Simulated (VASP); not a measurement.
# Au (Fm-3m) in VASP: notebook

The runs below take Au through single point, with PBE.

All numbers are computed with VASP 6.6.1; they aren't measurements. Logs are shortened: lines on timing, memory, paths and dates and some standing lists are left out, and cuts for length are marked.

**1. The cell of the first run**

The structure is cubic, space group Fm-3m (No. 225). The conventional cell has a = 3.987 Å, b = 3.987 Å, c = 3.987 Å, α = 90.00°, β = 90.00°, γ = 90.00°. Au (site symmetry m-3m) has 12 Au at 2.82 Å within 3.7 Å.

**2. Single point, PBE**

INCAR reads:

```
SYSTEM = Au
PREC = Accurate
ENCUT = 500
EDIFF = 1E-6
ISMEAR = 1
SIGMA = 0.01
LREAL = .FALSE.
LASPH = .TRUE.
NELM = 120
ALGO = Normal
ISIF = 2
LWAVE = .FALSE.
LCHARG = .FALSE.
GGA = PE
NBANDS = 12
GGA_COMPAT = .FALSE.
```

KPOINTS reads:

```
regular mesh
0
G
  11 11 11
  0 0 0
```

POSCAR reads:

```
Au
1.0
    0.0000000000      1.9934577312      1.9934577312
    1.9934577312      0.0000000000      1.9934577312
    1.9934577312      1.9934577312      0.0000000000
Au
1
Direct
    0.0000000000      0.0000000000      0.0000000000
```

Potentials or basis: VASP PAW PBE potentials, release 64 (Au).

On the command line:

```console
$ cat potpaw_PBE.64/Au/POTCAR > POTCAR
$ mpirun -np 1 vasp_std > vasp.out
```

OUTCAR:

```text
SYSTEM = Au
   PREC = Accurate
   ENCUT = 500
   EDIFF = 1E-6
   ISMEAR = 1
   LREAL = .FALSE.
   LASPH = .TRUE.
   NELM = 120
   ISIF = 2
   GGA = PE

 ion  position               nearest neighbor table
   1  0.000  0.000  0.000-

  LATTYP: Found a face centered cubic cell.
 ALAT       =     3.9869154624

  Lattice vectors:

 A1 = (   0.0000000000,   1.9934577312,   1.9934577312)
 A2 = (   1.9934577312,   0.0000000000,   1.9934577312)
 A3 = (   1.9934577312,   1.9934577312,   0.0000000000)

Analysis of symmetry for initial positions (statically):
=====================================================================
 Subroutine PRICEL returns:
 Original cell was already a primitive cell.

 Routine SETGRP: Setting up the symmetry group for a
 face centered cubic supercell.

 Subroutine GETGRP returns: Found 48 space group operations
 (whereof 48 operations were pure point group operations)
 out of a pool of 48 trial point group operations.

The static configuration has the point symmetry O_h .

Analysis of symmetry for dynamics (positions and initial velocities):
=====================================================================
 Subroutine PRICEL returns:
 Original cell was already a primitive cell.

 Routine SETGRP: Setting up the symmetry group for a
 face centered cubic supercell.

 Subroutine GETGRP returns: Found 48 space group operations
 (whereof 48 operations were pure point group operations)
 out of a pool of 48 trial point group operations.

The dynamic configuration has the point symmetry O_h .

 Subroutine INISYM returns: Found 48 space group operations
 (whereof 48 operations are pure point group operations),
 and found     1 'primitive' translations

----------------------------------------------------------------------------------------

                                     Primitive cell

  volume of cell :      15.8435

  direct lattice vectors                    reciprocal lattice vectors
     0.000000000  1.993457731  1.993457731    -0.250820467  0.250820467  0.250820467
     1.993457731  0.000000000  1.993457731     0.250820467 -0.250820467  0.250820467
     1.993457731  1.993457731  0.000000000     0.250820467  0.250820467 -0.250820467

  length of vectors
     2.819174959  2.819174959  2.819174959     0.434433793  0.434433793  0.434433793

  position of ions in fractional coordinates (direct lattice)
     0.000000000  0.000000000  0.000000000

  ion indices of the primitive-cell ions
   primitive index   ion index
                 1           1

----------------------------------------------------------------------------------------

 KPOINTS: regular mesh

Automatic generation of k-mesh.
 Grid dimensions read from file:
 generate k-points for:   11   11   11

 Generating k-lattice:

  Cartesian coordinates                     Fractional coordinates (reciprocal lattice)
    -0.022801861  0.022801861  0.022801861     0.090909091  0.000000000  0.000000000
     0.022801861 -0.022801861  0.022801861     0.000000000  0.090909091  0.000000000
     0.022801861  0.022801861 -0.022801861     0.000000000  0.000000000  0.090909091

  Length of vectors
     0.039493981  0.039493981  0.039493981

  Shift w.r.t. Gamma in fractional coordinates (k-lattice)
     0.000000000  0.000000000  0.000000000

 Subroutine IBZKPT returns following result:
 ===========================================

 Found     56 irreducible k-points:

 Following reciprocal coordinates:
            Coordinates               Weight
  0.000000  0.000000  0.000000      1.000000
  0.090909  0.000000  0.000000      8.000000
  0.181818  0.000000  0.000000      8.000000
  0.272727  0.000000  0.000000      8.000000
  0.363636  0.000000  0.000000      8.000000
  0.454545  0.000000  0.000000      8.000000
[... 16 lines left out ...]
 -0.272727  0.181818  0.000000     24.000000
 -0.181818  0.181818  0.000000     12.000000
 [... further k-points ...]
   k-points           NKPTS =     56   k-points in BZ     NKDIM =     56   number of bands    NBANDS=     12
   number of dos      NEDOS =    301   number of ions     NIONS =      1
   total plane-waves  NPLWV =  13824
   dimension x,y,z NGX =    24 NGY =   24 NGZ =   24
   dimension x,y,z NGXF=    48 NGYF=   48 NGZF=   48
   ions per type =               1
   NGX,Y,Z   is equivalent  to a cutoff of  14.15, 14.15, 14.15 a.u.
   NGXF,Y,Z  is equivalent  to a cutoff of  28.31, 28.31, 28.31 a.u.
 SYSTEM =  Au
   PREC   = accura    normal or accurate (medium, high low for compatibility)
   ISTART =      0    job   : 0-new  1-cont  2-samecut
   ICHARG =      2    charge: 1-file 2-atom 10-const
   ISPIN  =      1    spin polarized calculation?
   LNONCOLLINEAR =      F non collinear calculations
   LSORBIT =      F    spin-orbit coupling
   LASPH  =      T    aspherical Exc in radial PAW
   ENCUT  =  500.0 eV  36.75 Ry    6.06 a.u.   5.14  5.14  5.14*2*pi/ulx,y,z
   NELM   =    120;   NELMIN=  2; NELMDL= -5     # of ELM steps
   EDIFF  = 0.1E-05   stopping-criterion for ELM
   LREAL  =      F    real-space projection
   EDIFFG = 0.1E-04   stopping-criterion for IOM
   NSW    =      0    number of steps for IOM
   IBRION =     -1    ionic relax: 0-MD 1-quasi-New 2-CG
   NFREE  =      0    steps in history (QN), initial steepest desc. (CG)
   ISIF   =      2    stress and relaxation
   ISYM   =      2    0-nonsym 1-usesym 2-fastsym
   POTIM  = 0.5000    time-step for ionic-motion
   TEBEG  =    0.0;   TEEND  =   0.0 temperature during run
   PSTRESS=    0.0 pullay stress
   NELECT =      11.0000    total number of electrons
   NUPDOWN=      -1.0000    fix difference up-down
   EMIN   =  10.00;   EMAX   =-10.00  energy-range for DOS
   EFERMI =   0.00;   METHOD = LEGACY
   ISMEAR =     1;   SIGMA  =   0.01  broadening in eV -4-tet -1-fermi 0-gaus
   EFERMI_NEDOS =   21; number of points for ismear=-14 and -15
   IALGO  =     38    algorithm
   IMIX   =      4    mixing-type and parameters
     AMIX     =   0.40;   BMIX     =  1.00
     AMIX_MAG =   1.60;   BMIX_MAG =  1.00
  volume/ion in A,a.u.               =      15.84       106.92
  Fermi-wavevector in a.u.,A,eV,Ry     =   1.449624  2.739392 28.591414  2.101410
  Thomas-Fermi vector in A             =   2.567329
   LORBIT       =      0    0 simple, 1 ext, 2 COOP (PROOUT), +10 PAW based schemes
   GGA     = PE    functional components
   LHFCALC =     F    Hartree Fock is set to
   AEXX    =    0.0000 exact exchange contribution
   IVDW    =     0    specifies the selected vdW correction
   LEPSILON=     F    determine dielectric tensor
   LRPA    =     F    only Hartree local field effects (RPA)
 non-spin polarized calculation
 Methfessel and Paxton  Order N= 1 SIGMA  =   0.01
  energy-cutoff  :      500.00
  volume of cell :       15.84
 maximum number of plane-waves:       415
 NGX is ok and might be reduce to    24
   NGX = 11   NGY = 11   NGZ = 11

 number of electron      11.0000002 magnetization

 Free energy of the ion-electron system (eV)
  ---------------------------------------------------
  ext. energy  EPLUGINS =         0.00000000
  ---------------------------------------------------
  free energy    TOTEN  =        -3.08484645 eV

  energy without entropy =       -3.08485090  energy(sigma->0) =       -3.08484794

 E-fermi :  10.7773     XC(G=0): -13.1570

 val. band max:       10.6393292924   @ k =   0.4545   0.2727   0.0000
 cond. band min:      10.7849086057   @ k =  -0.4545   0.0909   0.0000
 fundamental gap:      0.1455793133
 Fermi energy:        10.7773061362

 k-point     1 :       0.0000    0.0000    0.0000
  band No.  band energies     occupation
      1       0.0880      2.00000
      2       5.6400      2.00000
      3       5.6400      2.00000
      4       5.6400      2.00000
      5       7.3605      2.00000
      6       7.3605      2.00000
      7      25.1360      0.00000
      8      29.5566      0.00000
      9      29.5566      0.00000
     10      29.5566      0.00000
     11      34.7055      0.00000
     12      40.2220      0.00000

 k-point     2 :       0.0909    0.0000    0.0000
  band No.  band energies     occupation
      1       0.3937      2.00000
      2       5.5358      2.00000
      3       5.7464      2.00000
      4       5.7464      2.00000
      5       7.3129      2.00000
      6       7.3129      2.00000
      7      25.5207      0.00000
      8      27.9394      0.00000
      9      29.9601      0.00000
     10      29.9601      0.00000
     11      35.7963      0.00000
     12      37.9599      0.00000

 k-point     3 :       0.1818    0.0000    0.0000
  band No.  band energies     occupation
      1       1.2285      2.00000
      2       5.3638      2.00000
      3       5.9382      2.00000
      4       5.9382      2.00000
      5       7.3126      2.00000
      6       7.3126      2.00000
      7      24.8841      0.00000
      8      26.4246      0.00000
      9      30.9995      0.00000
     10      30.9995      0.00000
     11      33.5773      0.00000
     12      35.8939      0.00000

 k-point     4 :       0.2727    0.0000    0.0000
  band No.  band energies     occupation
      1       2.2125      2.00000
      2       5.6130      2.00000
      3       5.9217      2.00000
      4       5.9217      2.00000
      5       7.6612      2.00000
      6       7.6612      2.00000
      7      21.5096      0.00000
      8      26.2248      0.00000
      9      31.4316      0.00000
     10      31.4316      0.00000
     11      33.2951      0.00000
     12      34.2836      0.00000

 k-point     5 :       0.3636    0.0000    0.0000
  band No.  band energies     occupation
      1       2.6800      2.00000
      2       5.7426      2.00000
      3       5.7426      2.00000
      4       6.9739      2.00000
      5       8.2409      2.00000
      6       8.2409      2.00000
      7      17.8863      0.00000
      8      25.2863      0.00000
      9      29.7868      0.00000
     10      29.7868      0.00000
     11      35.4209      0.00000
     12      35.4505      0.00000
[... 228 lines left out ...]
      1       3.5091      2.00000
      2       5.0815      2.00000
      3       6.2916      2.00000
      4       6.4162      2.00000
      5       8.6637      2.00000
      6      12.6012      0.00000
      7      14.1991      0.00000
      8      23.9572      0.00000
      9      26.7428      0.00000
     10      26.8722      0.00000
     11      36.8126      0.00000
     12      36.9859      0.00000

 k-point    22 :      -0.3636    0.1818    0.0000
  band No.  band energies     occupation
      1       3.6038      2.00000
      2       5.1800      2.00000
      3       6.2434      2.00000
      4       6.2686      2.00000
      5       8.1086      2.00000
      6      11.2932      0.00000
      7      16.2785      0.00000
      8      23.3958      0.00000
      9      26.7564      0.00000
     10      28.4775      0.00000
     11      34.8687      0.00000
     12      36.9857      0.00000

 k-point    23 :      -0.2727    0.1818    0.0000
  band No.  band energies     occupation
      1       3.5665      2.00000
      2       5.2027      2.00000
      3       5.5999      2.00000
      4       6.3940      2.00000
      5       7.3450      2.00000
      6       9.8382      2.00000
      7      19.6351      0.00000
      8      23.5868      0.00000
      9      27.3818      0.00000
     10      31.0010      0.00000
     11      32.2781      0.00000
     12      37.0744      0.00000

 k-point    24 :      -0.1818    0.1818    0.0000
  band No.  band energies     occupation
      1       2.8178      2.00000
      2       4.9413      2.00000
      3       5.8472      2.00000
      4       6.6194      2.00000
      5       6.6592      2.00000
      6       8.7088      2.00000
      7      22.5825      0.00000
      8      24.7316      0.00000
      9      28.7442      0.00000
     10      30.1756      0.00000
     11      33.5216      0.00000
     12      36.3790      0.00000

 [... further k-points ...]
[... 5 lines left out ...]
  --------------------------------------------------------------------------------------
  -------------------------------------------------------------------------------------
  Total        2.4913814      2.4913814      2.4913814      0.0000000      0.0000000      0.0000000
  in kB      251.9415031    251.9415031    251.9415031      0.0000000      0.0000000      0.0000000
  external PRESSURE =     251.9415031 kB  Pullay stress =       0.0000000 kB

 VOLUME and BASIS-vectors are now :
 -----------------------------------------------------------------------------
  energy-cutoff  :      500.00
  volume of cell :       15.84
      direct lattice vectors                 reciprocal lattice vectors
     0.000000000  1.993457731  1.993457731    -0.250820467  0.250820467  0.250820467
     1.993457731  0.000000000  1.993457731     0.250820467 -0.250820467  0.250820467
     1.993457731  1.993457731  0.000000000     0.250820467  0.250820467 -0.250820467

 POSITION                                       TOTAL-FORCE (eV/Angst)
 -----------------------------------------------------------------------------------
      0.00000      0.00000      0.00000         0.000000      0.000000     -0.000000
 -----------------------------------------------------------------------------------
    total drift:                               -0.000000      0.000000      0.000000

  FREE ENERGIE OF THE ION-ELECTRON SYSTEM (eV)
  ---------------------------------------------------
  free  energy   TOTEN  =        -3.0848464527 eV

  energy  without entropy=       -3.0848509031  energy(sigma->0) =       -3.08484794
```

It took 7.8 s on 1 thread of Intel Xeon 6975P-C (Granite Rapids), shared host; peak memory 0.14 GiB.

What came out:

* Free energy: -3.0848 eV
* Pressure: 25.2 GPa

Caveat: spin-orbit coupling is left out, which moves the levels of the heavy elements.

**3. Single point, PBE**

This run uses another cell than the first one, of 16.18 Å³/atom, 1.021 times its volume.

INCAR reads:

```
SYSTEM = Au
PREC     = Accurate       ! precision mode
ENCUT    = 500            ! plane-wave cutoff, eV
EDIFF    = 1E-6           ! SCF threshold, eV
ISMEAR   = 1              ! smearing method
SIGMA    = 0.01           ! smearing width, eV
LREAL    = .False.        ! projectors in reciprocal space
LASPH    = .True.         ! aspherical terms in the spheres
NELM     = 120            ! most SCF steps
ALGO     = Normal         ! electronic algorithm
ISIF     = 2              ! what is computed and relaxed
LWAVE    = .False.        ! write WAVECAR
LCHARG   = .True.         ! write CHGCAR
GGA      = PE             ! functional
LELF     = .True.         ! ELF
LVHAR    = .True.       
NBANDS   = 12             ! bands
GGA_COMPAT= .False.
```

KPOINTS reads:

```
Automatic mesh
0
Gamma
  11 11 11
  0 0 0
```

POSCAR reads:

```
Au
1.0
    0.0000000000      2.0074966285      2.0074966285
    2.0074966285      0.0000000000      2.0074966285
    2.0074966285      2.0074966285      0.0000000000
Au
1
Direct
    0.0000000000      0.0000000000      0.0000000000
```

Potentials or basis: VASP PAW PBE potentials, release 64 (Au).

On the command line:

```console
$ cat potpaw_PBE.64/Au/POTCAR > POTCAR
$ mpirun -np 1 vasp_std > vasp.out
```

It took 6.6 s on 1 thread of Intel Xeon 6975P-C (Granite Rapids), shared host; peak memory 0.14 GiB.

The run converged. Its results:

```
Free energy : -3.1322 eV
Pressure    : 19.7 GPa
```

Levels at points of the mesh, in eV from the Fermi level:
| k point | band 3 | band 4 | band 5 | band 6 | band 7 | band 8 | band 9 | band 10 |
| --- | --- | --- | --- | --- | --- | --- | --- | --- |
| (0.00, 0.00, 0.00) | -5.04 | -5.04 | -3.39 | -3.39 | 14.37 | 18.67 | 18.67 | 18.67 |

Caveat: spin-orbit coupling is left out, which moves the levels of the heavy elements.

**4. Single point, PBE**

This run uses another cell than the first one, of 16.52 Å³/atom, 1.043 times its volume.

INCAR reads:

```
  PREC = Accurate
  ENCUT = 500
  EDIFF = 1E-6
  ISMEAR = 1
  SIGMA = 0.01
  LREAL = False
  LASPH = True
  NELM = 120
  ALGO = Normal
  ISIF = 2
  LWAVE = False
  LCHARG = False
  GGA = PE
  NBANDS = 12
  GGA_COMPAT = False
```

KPOINTS reads:

```
regular mesh
0
Gamma
  11 11 11
```

POSCAR reads:

```
Au
1.0
    0.0000000000      2.0213418704      2.0213418704
    2.0213418704      0.0000000000      2.0213418704
    2.0213418704      2.0213418704      0.0000000000
Au
1
Direct
    0.0000000000      0.0000000000      0.0000000000
```

On the command line:

```console
$ cat potpaw_PBE.64/Au/POTCAR > POTCAR
$ mpirun -np 1 vasp_std > vasp.out
```

It took 7.1 s on 1 thread of Intel Xeon 6975P-C (Granite Rapids), shared host; peak memory 0.14 GiB.

It converged, with:

```yaml
Free_energy: -3.1687 eV
Pressure: 14.8 GPa
```

Levels at points of the mesh, in eV from the Fermi level:
```csv
k point,band 4,band 5,band 6,band 7,band 8,band 9
"(0.00, 0.00, 0.00)",-4.96,-3.36,-3.36,14.38,18.56,18.56
```

Caveat: spin-orbit coupling is left out, which moves the levels of the heavy elements.

**5. Overview**

| cell | gap on the mesh (eV) | pressure (GPa) |
| --- | --- | --- |
| a = 2.819 Å, angles 60.0°, 1 atom | none | 25.2 |
| a = 2.839 Å, angles 60.0°, 1 atom | none | 19.7 |
| a = 2.859 Å, angles 60.0°, 1 atom | none | 14.8 |

Alike in all rows: task single point; level PBE; potentials or basis VASP PAW PBE potentials, release 64 (Au); no spin polarisation; k mesh 11 × 11 × 11; cutoff (eV) 500; smearing methfessel-paxton 0.01 eV.

Caveats: spin-orbit coupling is left out, which moves the levels of the heavy elements.

Absolute energies hang on the potentials; compare differences alone.
